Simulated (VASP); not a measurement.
# Ni (Im-3m) in VASP: notebook, part 2 of 2

VASP 6.6.1.

### 3 Single point, LDA, collinear spin, ferromagnetic start

The input, INCAR:

```
ALGO = Normal
EDIFF = 1E-6
ENCUT = 520
ISIF = 2
ISMEAR = -1
ISPIN = 2
LASPH = T
LCHARG = T
LELF = T
LMAXMIX = 4
LORBIT = 11
LREAL = F
LVHAR = T
LWAVE = F
MAGMOM = 1
NBANDS = 15
NELM = 150
PREC = Accurate
SIGMA = 0.1
```

The input, KPOINTS:

```
k-points
0
Gamma
  22 22 22
```

The input, POSCAR:

```
Ni
1.0
   -1.2003261298      1.2003261298      1.2003261298
    1.2003261298     -1.2003261298      1.2003261298
    1.2003261298      1.2003261298     -1.2003261298
Ni
1
Direct
    0.0000000000      0.0000000000      0.0000000000
```

Potentials or basis: VASP PAW LDA potentials, release 64 (Ni).

Run with:

```bash
> cat potpaw_LDA.64/Ni/POTCAR > POTCAR
> mpirun -np 1 vasp_std > vasp.out
```

OUTCAR:

```text
EDIFF = 1E-6
   ENCUT = 520
   ISIF = 2
   ISMEAR = -1
   ISPIN = 2
   LASPH = T
   LORBIT = 11
   LREAL = F
   NELM = 150
   PREC = Accurate

 ion  position               nearest neighbor table
   1  0.000  0.000  0.000-

  LATTYP: Found a body centered cubic cell.
 ALAT       =     2.4006522596

  Lattice vectors:

 A1 = (  -1.2003261298,   1.2003261298,   1.2003261298)
 A2 = (   1.2003261298,  -1.2003261298,   1.2003261298)
 A3 = (   1.2003261298,   1.2003261298,  -1.2003261298)

Analysis of symmetry for initial positions (statically):
=====================================================================
 Subroutine PRICEL returns:
 Original cell was already a primitive cell.

 Routine SETGRP: Setting up the symmetry group for a
 body centered cubic supercell.

 Subroutine GETGRP returns: Found 48 space group operations
 (whereof 48 operations were pure point group operations)
 out of a pool of 48 trial point group operations.

The static configuration has the point symmetry O_h .

Analysis of symmetry for dynamics (positions and initial velocities):
=====================================================================
 Subroutine PRICEL returns:
 Original cell was already a primitive cell.

 Routine SETGRP: Setting up the symmetry group for a
 body centered cubic supercell.

 Subroutine GETGRP returns: Found 48 space group operations
 (whereof 48 operations were pure point group operations)
 out of a pool of 48 trial point group operations.

The dynamic configuration has the point symmetry O_h .

Analysis of structural, dynamic, and magnetic symmetry:
=====================================================================
 Subroutine PRICEL returns:
 Original cell was already a primitive cell.

 Routine SETGRP: Setting up the symmetry group for a
 body centered cubic supercell.

 Subroutine GETGRP returns: Found 48 space group operations
 (whereof 48 operations were pure point group operations)
 out of a pool of 48 trial point group operations.

The overall configuration has the point symmetry O_h .
[... 150 lines left out ...]
 fundamental gap:      0.0100108857
 Fermi energy:        17.2419254733

 spin component 1

 k-point     1 :       0.0000    0.0000    0.0000
  band No.  band energies     occupation
      1       4.8484      1.00000
      2      13.5459      1.00000
      3      13.5459      1.00000
      4      13.5459      1.00000
      5      16.1092      0.99999
      6      16.1092      0.99999
      7      48.1704      0.00000
      8      48.1704      0.00000
      9      48.1704      0.00000
     10      57.3474      0.00000
     11      57.3474      0.00000
     12      62.0996      0.00000
     13      62.7764      0.00000
     14      62.7764      0.00000
[... 403 lines left out ...]
      4      14.9979      1.00000
      5      15.5807      1.00000
      6      16.2643      0.99994
      7      42.1459      0.00000
      8      44.3423      0.00000
      9      49.3118      0.00000
     10      51.8261      0.00000
     11      55.7892      0.00000
     12      58.7812      0.00000
     13      62.1241      0.00000
     14      63.2334      0.00000
     15      64.6690      0.00000

 [... further k-points ...]

 spin component 2

 k-point     1 :       0.0000    0.0000    0.0000
  band No.  band energies     occupation
      1       4.8487      1.00000
      2      13.5465      1.00000
      3      13.5465      1.00000
      4      13.5465      1.00000
      5      16.1097      0.99999
      6      16.1097      0.99999
      7      48.1706      0.00000
      8      48.1706      0.00000
      9      48.1706      0.00000
     10      57.3476      0.00000
     11      57.3476      0.00000
     12      62.3214      0.00000
     13      62.7768      0.00000
     14      62.7768      0.00000
[... 403 lines left out ...]
      4      14.9986      1.00000
      5      15.5812      1.00000
      6      16.2648      0.99994
      7      42.1462      0.00000
      8      44.3426      0.00000
      9      49.3121      0.00000
     10      51.8266      0.00000
     11      55.7895      0.00000
     12      58.7816      0.00000
     13      62.1259      0.00000
     14      63.2337      0.00000
     15      64.6695      0.00000

 [... further k-points ...]
[... 5 lines left out ...]
  --------------------------------------------------------------------------------------
  -------------------------------------------------------------------------------------
  Total        9.9171551      9.9171551      9.9171551      0.0000000      0.0000000     -0.0000000
  in kB     2296.8885172   2296.8885172   2296.8885172      0.0000000      0.0000000     -0.0000000
  external PRESSURE =    2296.8885172 kB  Pullay stress =       0.0000000 kB

 VOLUME and BASIS-vectors are now :
 -----------------------------------------------------------------------------
  energy-cutoff  :      520.00
  volume of cell :        6.92
      direct lattice vectors                 reciprocal lattice vectors
    -1.200326130  1.200326130  1.200326130     0.000000000  0.416553458  0.416553458
     1.200326130 -1.200326130  1.200326130     0.416553458  0.000000000  0.416553458
     1.200326130  1.200326130 -1.200326130     0.416553458  0.416553458  0.000000000

 POSITION                                       TOTAL-FORCE (eV/Angst)
 -----------------------------------------------------------------------------------
      0.00000      0.00000      0.00000        -0.000000     -0.000000     -0.000000
 -----------------------------------------------------------------------------------
    total drift:                                0.000000      0.000000     -0.000000

  FREE ENERGIE OF THE ION-ELECTRON SYSTEM (eV)
  ---------------------------------------------------
  free  energy   TOTEN  =        -4.9373110232 eV

  energy  without entropy=       -4.9016223317  energy(sigma->0) =       -4.91946668

 total charge

# of ion       s       p       d       tot
------------------------------------------
    1        0.749   1.051   8.782  10.582

 magnetization (x)

# of ion       s       p       d       tot
------------------------------------------
    1       -0.000  -0.000   0.000   0.000
```

Run time: 42 s. Hardware: 1 thread of Intel Xeon Platinum 8488C (Sapphire Rapids), shared host; peak memory 0.16 GiB.

What came out:

| Property | Result |
| --- | --- |
| Free energy | -4.9373 eV |
| Pressure | 229.7 GPa |
| Band gap on the k mesh | zero (filled and empty bands overlap) |
| Net moment | 0.00 μB per cell |

### 4 Relaxation of cell and atoms, LDA, collinear spin, ferromagnetic start, target pressure 230 GPa, at which the enthalpy is minimised

This run uses another cell than the first one, of 6.89 Å³/atom, 0.997 times its volume.

The input, INCAR:

```
SYSTEM = Ni
  ALGO = Normal
  EDIFF = 1E-6
  EDIFFG = -0.005
  ENCUT = 600
  IBRION = 2
  ISIF = 3
  ISMEAR = -1
  ISPIN = 2
  LASPH = .TRUE.
  LCHARG = .FALSE.
  LMAXMIX = 4
  LORBIT = 11
  LREAL = .FALSE.
  LWAVE = .FALSE.
  MAGMOM = 1
  NELM = 150
  NSW = 60
  PREC = Accurate
  PSTRESS = 2300.0
  SIGMA = 0.1
```

The input, KPOINTS:

```
k-points
0
G
  22 22 22
  0 0 0
```

The input, POSCAR:

```
Ni
1.0
   -1.1987993832      1.1987993832      1.1987993832
    1.1987993832     -1.1987993832      1.1987993832
    1.1987993832      1.1987993832     -1.1987993832
Ni
1
Direct
    0.0000000000      0.0000000000      0.0000000000
```

Run with:

```bash
> cat potpaw_LDA.64/Ni/POTCAR > POTCAR
> mpirun -np 1 vasp_std > vasp.out
```

It used 64 s of CPU time on 1 thread of Intel(R) Xeon(R) Platinum 8488C (Sapphire Rapids), on a shared host.

The run converged. Its results:

* Free energy: -4.9334 eV
* Relaxed volume: 6.91 Å³/atom
* Relaxed cell: a = 2.079 Å, b = 2.079 Å, c = 2.079 Å, α = 109.47°, β = 109.47°, γ = 109.47°
* Space group after relaxing (to 0.05 Å): Im-3m (No. 229)
* Energy change on relaxing (the enthalpy is what falls): -33.9 meV/atom
* Ionic steps: 3
* Pressure after relaxing: 229.9 GPa
* Band gap on the k mesh: zero (filled and empty bands overlap)
* Net moment: 0.00 μB per cell

Step by step:
```csv
step,energy change (eV),largest force (eV/Å),pressure (GPa),volume (Å³)
1,0.0000,0.0000,233.92,6.89
2,-0.2326,0.0000,206.71,7.06
3,-0.0339,0.0000,229.93,6.91
```

Final structure:
```
Ni
1.0
    -1.20016    1.20016    1.20016
     1.20016   -1.20016    1.20016
     1.20016    1.20016   -1.20016
Ni
1
Direct
  0.00000 0.00000 0.00000
```

Levels at points of the mesh, in eV from the Fermi level:
Spin up:
```tsv
k point	band 2	band 3	band 4	band 5	band 6	band 7	band 8	band 9
(0.00, 0.00, 0.00)	-3.70	-3.70	-3.70	-1.13	-1.13	30.93	30.93	30.93
(0.50, 0.00, 0.00)	-5.58	-1.15	-0.75	-0.21	0.82	11.09	23.02	27.85
(0.50, 0.50, 0.50)	-7.82	0.36	0.36	0.36	13.11	13.11	13.11	21.26
```
Spin down:
| k point | band 2 | band 3 | band 4 | band 5 | band 6 | band 7 | band 8 | band 9 |
| --- | --- | --- | --- | --- | --- | --- | --- | --- |
| (0.00, 0.00, 0.00) | -3.70 | -3.70 | -3.70 | -1.13 | -1.13 | 30.93 | 30.93 | 30.93 |
| (0.50, 0.00, 0.00) | -5.58 | -1.15 | -0.75 | -0.21 | 0.82 | 11.09 | 23.02 | 27.85 |
| (0.50, 0.50, 0.50) | -7.82 | 0.36 | 0.36 | 0.36 | 13.11 | 13.11 | 13.11 | 21.26 |

Caveat: the cell is relaxed towards a set pressure, so the enthalpy falls and the energy may rise.
